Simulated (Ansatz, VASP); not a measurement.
One calculation of CdF2, two programs

Contents of POSCAR:

```
CdF2
1.0
    0.0000000000      2.6941776783      2.6941776783
    2.6941776783      0.0000000000      2.6941776783
    2.6941776783      2.6941776783      0.0000000000
Cd F
1 2
Direct
    0.0000000000      0.0000000000      0.0000000000
    0.2500000000      0.2500000000      0.2500000000
    0.7500000000      0.7500000000      0.7500000000
```

Contents of INCAR.step1:

```
SYSTEM = CdF2
PREC = Accurate
ENCUT = 660
ISMEAR = 0
SIGMA = 0.01
LREAL = .False.
LASPH = .True.
NELM = 120
NBANDS = 24
GGA = PE
ALGO = Normal
EDIFF = 1E-5
LWAVE = .True.
LCHARG = .False.
GGA_COMPAT = .False.
```

File INCAR.step2:

```
SYSTEM = CdF2
PREC = Accurate
ENCUT = 660
EDIFF = 1E-6
ISMEAR = 0
SIGMA = 0.01
LREAL = .False.
LASPH = .True.
NELM = 120
ALGO = Normal
ISIF = 2
LWAVE = .False.
LCHARG = .True.
METAGGA = R2SCAN
LMIXTAU = .True.
LELF = .True.
LVHAR = .True.
NBANDS = 24
ISTART = 1
GGA_COMPAT = .False.
```

KPOINTS

```
Automatic mesh
0
Gamma
  6 6 6
  0 0 0
```

Input for Ansatz:

```yaml
crystal:
  lattice:
    - [0.0, 2.6941776783, 2.6941776783]
    - [2.6941776783, 0.0, 2.6941776783]
    - [2.6941776783, 2.6941776783, 0.0]
  atoms:
    - { symbol: Cd, position: [0.0, 0.0, 0.0] }
    - { symbol: F, position: [0.25, 0.25, 0.25] }
    - { symbol: F, position: [0.75, 0.75, 0.75] }
kpoints:
  mp_grid: { grid: [6, 6, 6] }
hamiltonian:
  xc: r2scan
scf:
  occupations: { method: fixed }
  n_extra_bands: 4
output:
  forces: true
  stress: true
  eigenvalues: true
```

Alike in both runs: task single point; functional r2SCAN; k mesh 6 × 6 × 6; no spin polarisation.

```csv
,VASP,Ansatz
version,VASP 6.6.1,Ansatz 0.2.0
potentials or method,"VASP PAW PBE potentials, release 64 (Cd_sv_GW, F)","plane waves, PAW"
plane-wave cutoff (eV),660,500
occupations,"gaussian, width 0.01 eV",fixed
valence electrons in the cell,34,34
```

Ansatz gave:

| Item | Value |
| --- | --- |
| gap on the k mesh at the Fermi level (eV) | 3.81 |
| pressure (GPa) | 0.0 |

Problem. Estimate VASP's values.

Solution. gap on the k mesh at the Fermi level (eV): 3.81; pressure (GPa): -0.5.

VASP's potentials were made for PBE, not for r2SCAN.
